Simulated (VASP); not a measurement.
# Mg2Te3O (Cmmm) in VASP: a series of runs

Runs on Mg2Te3O. Level: PBE. Tasks: relaxation of cell and atoms, single point.

Program: VASP 6.6.1. These are calculated values, not measurements. Logs are shortened: lines on timing, memory, paths and dates and some standing lists are left out, and cuts for length are marked.

### 1 The cell of the first run

Symmetry: Cmmm, No. 65, orthorhombic system. Conventional cell: a = 6.234 Å, b = 9.962 Å, c = 5.070 Å, α = 90.00°, β = 90.00°, γ = 90.00°. Within 2.0 Å of Mg (site symmetry 2mm) lie 1 O at 1.53 Å. Te (site symmetry m2m) has 1 O at 2.36 Å and 4 Mg at 2.81 to 3.07 Å and 2 Te at 3.13 Å within 3.2 Å. Te (site symmetry mmm) has 2 O at 2.53 Å and 4 Mg at 2.96 Å within 3.3 Å. Within 2.0 Å of O (site symmetry mmm) lie 2 Mg at 1.53 Å.

The cell was generated, and may not be a known phase.

### 2 Relaxation of cell and atoms, PBE

Input file INCAR:

```
SYSTEM = Mg2Te3O
PREC = Accurate ; ENCUT = 600
EDIFF = 1E-6 ; ISMEAR = 0
SIGMA = 0.1 ; LREAL = .FALSE.
LASPH = .TRUE. ; NELM = 80
ALGO = Normal ; ISIF = 3
LWAVE = .FALSE. ; LCHARG = .FALSE.
GGA = PE ; IBRION = 2
NSW = 90 ; EDIFFG = -0.04
```

Input file KPOINTS:

```
Automatic mesh
0
G
  4 4 4
  0 0 0
```

Input file POSCAR:

```
Mg2Te3O
1.0
    3.1170797900     -4.9812163800      0.0000000000
    3.1170797900      4.9812163800      0.0000000000
    0.0000000000      0.0000000000      5.0698017600
Mg Te O
2 3 1
Direct
    0.7549355600      0.7549355600      0.5000000000
    0.2450644400      0.2450644400      0.5000000000
    0.7634017000      0.2365983000      0.5000000000
    0.2365983000      0.7634017000      0.5000000000
    0.0000000000      0.0000000000      0.0000000000
    0.0000000000      0.0000000000      0.5000000000
```

Potentials or basis: VASP PAW PBE potentials, release 64 (Mg, Te, O).

On the command line:

```
> cat potpaw_PBE.64/Mg/POTCAR potpaw_PBE.64/Te/POTCAR potpaw_PBE.64/O/POTCAR > POTCAR
> mpirun -np 1 vasp_std > vasp.out
```

OUTCAR:

```text
SYSTEM = Mg2Te3O
   PREC = Accurate
   ENCUT = 600
   EDIFF = 1E-6
   ISMEAR = 0
   LREAL = .FALSE.
   LASPH = .TRUE.
   NELM = 80
   ISIF = 3
   GGA = PE
   IBRION = 2
   NSW = 90
   EDIFFG = -0.04

 ion  position               nearest neighbor table
   1  0.755  0.755  0.500-   6 1.53   4 2.81   3 2.81   5 2.96   5 2.96   2 3.06   3 3.07   4 3.07
                             2 3.18
   2  0.245  0.245  0.500-   6 1.53   4 2.81   3 2.81   5 2.96   5 2.96   1 3.06   3 3.07   4 3.07
                             1 3.18
   3  0.763  0.237  0.500-   6 2.36   2 2.81   1 2.81   1 3.07   2 3.07   4 3.13   4 3.13   5 3.46
                             5 3.46
   4  0.237  0.763  0.500-   6 2.36   2 2.81   1 2.81   1 3.07   2 3.07   3 3.13   3 3.13   5 3.46
                             5 3.46
   5  0.000  0.000  0.000-   6 2.53   6 2.53   1 2.96   1 2.96   2 2.96   2 2.96   3 3.46   3 3.46
                             4 3.46   4 3.46
   6  0.000  0.000  0.500-   1 1.53   2 1.53   3 2.36   4 2.36   5 2.53   5 2.53

  LATTYP: Found a base centered orthorhombic cell.
 ALAT       =     6.2341595800
 B/A-ratio  =     1.5980394201
 C/A-ratio  =     0.8132293848

  Lattice vectors:

 A1 = (   3.1170797900,  -4.9812163800,   0.0000000000)
 A2 = (   3.1170797900,   4.9812163800,   0.0000000000)
 A3 = (   0.0000000000,   0.0000000000,   5.0698017600)

Analysis of symmetry for initial positions (statically):
=====================================================================
 Subroutine PRICEL returns:
 Original cell was already a primitive cell.

 Routine SETGRP: Setting up the symmetry group for a
 base centered orthorhombic supercell.

 Subroutine GETGRP returns: Found  8 space group operations
 (whereof  8 operations were pure point group operations)
 out of a pool of  8 trial point group operations.

The static configuration has the point symmetry D_2h.

Analysis of symmetry for dynamics (positions and initial velocities):
=====================================================================
 Subroutine PRICEL returns:
 Original cell was already a primitive cell.

 Routine SETGRP: Setting up the symmetry group for a
 base centered orthorhombic supercell.

 Subroutine GETGRP returns: Found  8 space group operations
 (whereof  8 operations were pure point group operations)
 out of a pool of  8 trial point group operations.

The dynamic configuration has the point symmetry D_2h.

 Subroutine INISYM returns: Found  8 space group operations
 (whereof  8 operations are pure point group operations),
[... 103 lines left out ...]
   NSW    =     90    number of steps for IOM
   IBRION =      2    ionic relax: 0-MD 1-quasi-New 2-CG
   NFREE  =      1    steps in history (QN), initial steepest desc. (CG)
   ISIF   =      3    stress and relaxation
   ISYM   =      2    0-nonsym 1-usesym 2-fastsym
   POTIM  = 0.5000    time-step for ionic-motion
   TEBEG  =    0.0;   TEEND  =   0.0 temperature during run
   PSTRESS=    0.0 pullay stress
   NELECT =      28.0000    total number of electrons
   NUPDOWN=      -1.0000    fix difference up-down
   EMIN   =  10.00;   EMAX   =-10.00  energy-range for DOS
   EFERMI =   0.00;   METHOD = LEGACY
   ISMEAR =     0;   SIGMA  =   0.10  broadening in eV -4-tet -1-fermi 0-gaus
   EFERMI_NEDOS =   21; number of points for ismear=-14 and -15
   IALGO  =     38    algorithm
   IMIX   =      4    mixing-type and parameters
     AMIX     =   0.40;   BMIX     =  1.00
     AMIX_MAG =   1.60;   BMIX_MAG =  1.00
  volume/ion in A,a.u.               =      26.24       177.07
  Fermi-wavevector in a.u.,A,eV,Ry     =   0.920646  1.739769 11.532153  0.847589
  Thomas-Fermi vector in A             =   2.045975
   LORBIT       =      0    0 simple, 1 ext, 2 COOP (PROOUT), +10 PAW based schemes
   GGA     = PE    functional components
   LHFCALC =     F    Hartree Fock is set to
   AEXX    =    0.0000 exact exchange contribution
   IVDW    =     0    specifies the selected vdW correction
   LEPSILON=     F    determine dielectric tensor
   LRPA    =     F    only Hartree local field effects (RPA)
 conjugate gradient relaxation of ions
 non-spin polarized calculation
 Gauss-broadening in eV      SIGMA  =   0.10
  energy-cutoff  :      600.00
  volume of cell :      157.44
 maximum number of plane-waves:      5280
 NGX is ok and might be reduce to    48
   NGX = 23   NGY = 23   NGZ = 21

--------------------------------------- Ionic step        1  -------------------------------------------

 number of electron      28.0000001 magnetization

 Free energy of the ion-electron system (eV)
  ---------------------------------------------------
  ext. energy  EPLUGINS =         0.00000000
  ---------------------------------------------------
  free energy    TOTEN  =       -14.51095142 eV

  energy without entropy =      -14.49010831  energy(sigma->0) =      -14.50052986

------------------------ aborting loop because EDIFF is reached ----------------------------------------

  FORCE on cell =-STRESS in cart. coord.  units (eV):
  Direction    XX          YY          ZZ          XY          YZ          ZX
  --------------------------------------------------------------------------------------
  -------------------------------------------------------------------------------------
  Total       42.6284160     16.4593322      5.9714469      0.0000000      0.0000000      0.0000000
  in kB      433.8159119    167.5014195     60.7695271      0.0000000      0.0000000      0.0000000
  external PRESSURE =     220.6956195 kB  Pullay stress =       0.0000000 kB
[... 101 lines left out ...]
  FREE ENERGIE OF THE ION-ELECTRON SYSTEM (eV)
  ---------------------------------------------------
  free  energy   TOTEN  =       -16.5357416207 eV

  energy  without entropy=      -16.5090972080  energy(sigma->0) =      -16.52241941

[... ionic steps 4 to 19 ...]

--------------------------------------- Ionic step       20  -------------------------------------------

 number of electron      28.0000006 magnetization

------------------------ aborting loop because EDIFF is reached ----------------------------------------
[... 75 lines left out ...]
--------------------------------------- Ionic step       22  -------------------------------------------

 number of electron      28.0000005 magnetization

 Free energy of the ion-electron system (eV)
  ---------------------------------------------------
  ext. energy  EPLUGINS =         0.00000000
  ---------------------------------------------------
  free energy    TOTEN  =       -20.05220672 eV

  energy without entropy =      -20.01498340  energy(sigma->0) =      -20.03359506

 E-fermi :   2.7892     XC(G=0):  -8.1503

 val. band max:        2.7759385129   @ k =   0.5000  -0.0000   0.5000
 cond. band min:       2.7901702942   @ k =   0.2500  -0.0000   0.2500
 fundamental gap:      0.0142317813
 Fermi energy:         2.7891806180

 k-point     1 :       0.0000    0.0000    0.0000
  band No.  band energies     occupation
      1     -15.4344      2.00000
      2      -8.2295      2.00000
      3      -6.9332      2.00000
      4      -6.8111      2.00000
      5      -3.1492      2.00000
      6      -2.2642      2.00000
[... 463 lines left out ...]
  FREE ENERGIE OF THE ION-ELECTRON SYSTEM (eV)
  ---------------------------------------------------
  free  energy   TOTEN  =       -20.0522067211 eV

  energy  without entropy=      -20.0149833958  energy(sigma->0) =      -20.03359506

 reached required accuracy - stopping structural energy minimisation
```

CONTCAR:

```text
Mg2Te3O
   1.00000000000000
     3.3241162286635011   -5.6251464467407333    0.0000000000000000
     3.3241162286635011    5.6251464467407333    0.0000000000000000
     0.0000000000000000    0.0000000000000000    4.8425714988560218
  Mg              Te              O
     2     3     1
Direct
     0.7167098075804996    0.7167098075804996    0.5000000000000000
     0.2832901924195004    0.2832901924195004    0.5000000000000000
     0.7221873318431544    0.2778126681568457    0.5000000000000000
     0.2778126681568457    0.7221873318431544    0.5000000000000000
     0.0000000000000000    0.0000000000000000    1.0000000000000000
     0.0000000000000000    0.0000000000000000    0.5000000000000000

  0.00000000E+00  0.00000000E+00  0.00000000E+00
  0.00000000E+00  0.00000000E+00  0.00000000E+00
  0.00000000E+00  0.00000000E+00  0.00000000E+00
  0.00000000E+00  0.00000000E+00  0.00000000E+00
  0.00000000E+00  0.00000000E+00  0.00000000E+00
  0.00000000E+00  0.00000000E+00  0.00000000E+00
```

Run time: 31 min. Hardware: 1 thread of Intel Xeon 8259CL, shared host; peak memory 0.38 GiB.

What came out:

```
Free energy                           : -20.0522 eV
Relaxed volume                        : 30.18 Å³/atom
Relaxed cell                          : a = 6.534 Å, b = 6.534 Å, c = 4.843 Å, α = 90.00°, β = 90.00°, γ = 118.84°
Space group after relaxing (to 0.1 Å) : Cmmm (No. 65)
Energy gained by relaxing             : 923.5 meV/atom
Ionic steps                           : 22
Pressure after relaxing               : 0.1 GPa
Largest force after relaxing          : 0.016 eV/Å
Band gap on the k mesh                : zero (bands 14 and 15 overlap by 0.48 eV)
```

Forces on the atoms (eV/Å):
```
Mg   0.016  0.000  0.000
Mg  -0.016  0.000  0.000
Te   0.000  0.008  0.000
Te   0.000 -0.008  0.000
Te   0.000  0.000  0.000
O    0.000  0.000  0.000
```

Stress tensor (GPa, compression positive):
```
0.17 0.00 0.00
0.00 0.18 0.00
0.00 0.00 0.03
```

Step by step:
| step | energy change (eV) | largest force (eV/Å) | pressure (GPa) | volume (Å³) |
| --- | --- | --- | --- | --- |
| 1 | 0.0000 | 14.2613 | 22.07 | 157.44 |
| 2 | -0.8286 | 3.2665 | -5.40 | 250.87 |
| 3 | -2.0248 | 2.7782 | -5.43 | 233.25 |
| 4 | -2.9134 | 2.4958 | -5.11 | 219.78 |
| 5 | -4.5748 | 1.2962 | -1.47 | 187.28 |
| 6 | -4.5117 | 2.1868 | 3.67 | 172.03 |
| 7 | -4.6740 | 1.5793 | 0.02 | 181.42 |
| 8 | -4.6810 | 1.6942 | 0.67 | 179.40 |
| 9 | -5.0399 | 1.2592 | -0.59 | 182.93 |
| 10 | -5.3184 | 0.8707 | -1.35 | 187.23 |
| 11 | -5.3846 | 0.3196 | -1.38 | 195.24 |
| 12 | -5.4277 | 0.4812 | -1.55 | 192.14 |
| 13 | -5.5020 | 0.4067 | 0.56 | 182.55 |
| 14 | -5.5030 | 0.3524 | 0.36 | 183.47 |
| 15 | -5.5292 | 0.3245 | 0.07 | 181.41 |
| 16 | -5.5337 | 0.1496 | 0.11 | 182.02 |
| 17 | -5.5384 | 0.0570 | -0.07 | 182.54 |
| 18 | -5.5389 | 0.0719 | -0.15 | 182.77 |
| 19 | -5.5397 | 0.0739 | 0.05 | 181.90 |
| 20 | -5.5397 | 0.0740 | 0.06 | 181.89 |
| 21 | -5.5405 | 0.0426 | 0.08 | 181.62 |
| 22 | -5.5413 | 0.0162 | 0.13 | 181.10 |

Final structure:
```cif
data_structure
_symmetry_space_group_name_H-M 'P 1'
_symmetry_Int_Tables_number 1
_cell_length_a 6.5339
_cell_length_b 6.5339
_cell_length_c 4.8426
_cell_angle_alpha 90.000
_cell_angle_beta 90.000
_cell_angle_gamma 118.839
_cell_volume 181.10
loop_
_atom_site_label
_atom_site_type_symbol
_atom_site_fract_x
_atom_site_fract_y
_atom_site_fract_z
_atom_site_occupancy
Mg1 Mg 0.71671 0.71671 0.50000 1
Mg2 Mg 0.28329 0.28329 0.50000 1
Te1 Te 0.72219 0.27781 0.50000 1
Te2 Te 0.27781 0.72219 0.50000 1
Te3 Te 0.00000 0.00000 0.00000 1
O1 O 0.00000 0.00000 0.50000 1
```

Caveat: the volume moved by over 15 % at a fixed basis, so the end points are rough; semilocal functionals underestimate gaps, and a narrow one can read as zero; spin-orbit coupling is left out, which moves the levels of the heavy elements.

### 3 Single point, PBE

This run uses another cell than the first one, of 32.03 Å³/atom.

Input file INCAR:

```
  ALGO = Normal
  EDIFF = 1E-7
  ENCUT = 520
  GGA = PE
  ISIF = 2
  ISMEAR = 0
  LASPH = True
  LCHARG = False
  LREAL = False
  LWAVE = False
  NBANDS = 23
  NELM = 100
  PREC = Accurate
  SIGMA = 0.1
```

Input file KPOINTS:

```
k-points
0
Gamma
  6 6 10
```

Input file POSCAR:

```
Mg2Te3O
1.0
    3.7648224154     -5.8633947771      0.0000000000
    3.7648224154      5.8633947771      0.0000000000
    0.0000000000      0.0000000000      4.3531419832
Mg Te O
2 3 1
Direct
    0.7293414195      0.7293414195      0.5000000000
    0.2706585805      0.2706585805      0.5000000000
    0.6852373324      0.3147626676      0.5000000000
    0.3147626676      0.6852373324      0.5000000000
    0.0000000000      0.0000000000      0.0000000000
    0.0000000000      0.0000000000      0.5000000000
```

Potentials or basis: VASP PAW PBE potentials, release 64 (Mg, Te, O).

On the command line:

```
> cat potpaw_PBE.64/Mg/POTCAR potpaw_PBE.64/Te/POTCAR potpaw_PBE.64/O/POTCAR > POTCAR
> mpirun -np 1 vasp_std > vasp.out
```

It took 9.6 min on 1 thread of Intel Xeon 8259CL, shared host; peak memory 0.53 GiB.

It converged, with:

| Quantity | Value |
| --- | --- |
| Free energy | -20.1511 eV |
| Pressure | -0.1 GPa |
| Largest force | 0.016 eV/Å |
| Band gap on the k mesh | zero (bands 14 and 15 overlap by 0.97 eV) |

Forces on the atoms (eV/Å):
```
Mg   0.016  0.000  0.000
Mg  -0.016  0.000  0.000
Te   0.000  0.004  0.000
Te   0.000 -0.004  0.000
Te   0.000  0.000  0.000
O    0.000  0.000  0.000
```

Stress tensor (GPa, compression positive):
```
-0.13  0.00  0.00
 0.00 -0.05  0.00
 0.00  0.00 -0.16
```

Levels at points of the mesh, in eV from the Fermi level:
| k point | band 10 | band 11 | band 12 | band 13 | band 14 | band 15 | band 16 | band 17 | band 18 | band 19 |
| --- | --- | --- | --- | --- | --- | --- | --- | --- | --- | --- |
| (0.00, 0.00, 0.00) | -1.44 | -0.77 | 0.00 | 0.06 | 0.56 | 0.73 | 2.48 | 4.94 | 5.23 | 5.45 |
| (0.50, 0.00, 0.00) | -1.16 | -0.56 | -0.54 | 0.22 | 0.26 | 0.53 | 2.93 | 4.65 | 4.79 | 4.94 |
| (0.50, 0.50, 0.00) | -0.66 | -0.51 | -0.24 | 0.27 | 0.33 | 0.42 | 3.44 | 4.38 | 4.57 | 4.59 |
| (0.00, 0.00, 0.50) | -1.68 | -1.58 | -1.39 | -0.78 | -0.55 | -0.36 | 0.45 | 3.17 | 4.30 | 4.70 |
| (0.50, 0.00, 0.50) | -1.80 | -1.65 | -1.18 | -0.70 | -0.68 | -0.27 | 0.97 | 3.62 | 4.32 | 4.53 |
| (0.50, 0.50, 0.50) | -2.10 | -1.87 | -1.41 | -0.38 | -0.34 | 0.03 | 0.93 | 3.38 | 4.48 | 5.01 |

Caveat: spin-orbit coupling is left out, which moves the levels of the heavy elements.

### 4 Single point, PBE

This run uses another cell than the first one, of 32.30 Å³/atom.

Input file INCAR:

```
PREC = Accurate
ENCUT = 520
EDIFF = 1E-7
ISMEAR = 0
SIGMA = 0.1
LREAL = False
LASPH = True
NELM = 60
ALGO = Normal
ISIF = 2
LWAVE = False
LCHARG = False
GGA = PE
NBANDS = 23
```

Input file KPOINTS:

```
Automatic mesh
0
Gamma
  8 8 8
```

Input file POSCAR:

```
Mg2Te3O
1.0
    3.7609937161     -5.9311440799      0.0000000000
    3.7609937161      5.9311440799      0.0000000000
    0.0000000000      0.0000000000      4.3445975286
Mg Te O
2 3 1
Direct
    0.7290617303      0.7290617303      0.5000000000
    0.2709382697      0.2709382697      0.5000000000
    0.6830651363      0.3169348637      0.5000000000
    0.3169348637      0.6830651363      0.5000000000
    0.0000000000      0.0000000000      0.0000000000
    0.0000000000      0.0000000000      0.5000000000
```

On the command line:

```
> cat potpaw_PBE.64/Mg/POTCAR potpaw_PBE.64/Te/POTCAR potpaw_PBE.64/O/POTCAR > POTCAR
> mpirun -np 1 vasp_std > vasp.out
```

Run time: 13 min. Hardware: 1 thread of Intel Xeon 8259CL, shared host; peak memory 0.62 GiB.

It converged, with:

* Free energy: -20.1525 eV
* Pressure: -0.1 GPa
* Largest force: 0.017 eV/Å
* Band gap on the k mesh: zero (bands 14 and 15 overlap by 1.05 eV)

Forces in eV/Å, atoms in the order of the input:
```
Mg   0.017  0.000  0.000
Mg  -0.017  0.000  0.000
Te   0.000 -0.008  0.000
Te   0.000  0.008  0.000
Te   0.000  0.000  0.000
O    0.000  0.000  0.000
```

Stress tensor (GPa, compression positive):
```
-0.08  0.00  0.00
 0.00  0.02  0.00
 0.00  0.00 -0.10
```

Levels at points of the mesh, in eV from the Fermi level:
```csv
k point,band 11,band 12,band 13,band 14,band 15,band 16,band 17,band 18
"(0.00, 0.00, 0.00)",-0.77,0.00,0.08,0.56,0.72,2.49,4.97,5.25
"(0.50, 0.00, 0.00)",-0.55,-0.53,0.22,0.29,0.53,2.96,4.69,4.77
"(0.50, 0.50, 0.00)",-0.49,-0.29,0.27,0.35,0.41,3.44,4.34,4.59
"(0.00, 0.00, 0.50)",-1.58,-1.33,-0.84,-0.58,-0.36,0.49,3.16,4.34
"(0.50, 0.00, 0.50)",-1.61,-1.19,-0.74,-0.66,-0.25,1.00,3.62,4.29
"(0.50, 0.50, 0.50)",-1.82,-1.43,-0.42,-0.36,-0.01,0.95,3.38,4.48
```

Caveat: spin-orbit coupling is left out, which moves the levels of the heavy elements.

### 5 Summary

```csv
task,cell,k mesh,cutoff (eV),gap on the mesh (eV),pressure (GPa),largest force (eV/Å)
relaxation of cell and atoms,"relaxed from a = 5.876, b = 5.876, c = 5.070 Å, angles 90.0, 90.0, 115.9°, 6 atoms, atomic positions A",4 × 4 × 4,600,none,0.1,0.02
single point,"a = 6.968, b = 6.968, c = 4.353 Å, angles 90.0, 90.0, 114.6°, 6 atoms, atomic positions B",6 × 6 × 10,520,none,-0.1,0.02
single point,"a = 7.023, b = 7.023, c = 4.345 Å, angles 90.0, 90.0, 115.2°, 6 atoms, atomic positions C",8 × 8 × 8,520,none,-0.1,0.02
```

Alike in all rows: level PBE; potentials or basis VASP PAW PBE potentials, release 64 (Mg, Te, O); no spin polarisation; smearing gaussian 0.1 eV.

Caveats: spin-orbit coupling is left out, which moves the levels of the heavy elements; the volume moved by over 15 % at a fixed basis, so the end points are rough (at least some runs); semilocal functionals underestimate gaps, and a narrow one can read as zero (at least some runs).

Absolute energies hang on the potentials; compare differences alone.
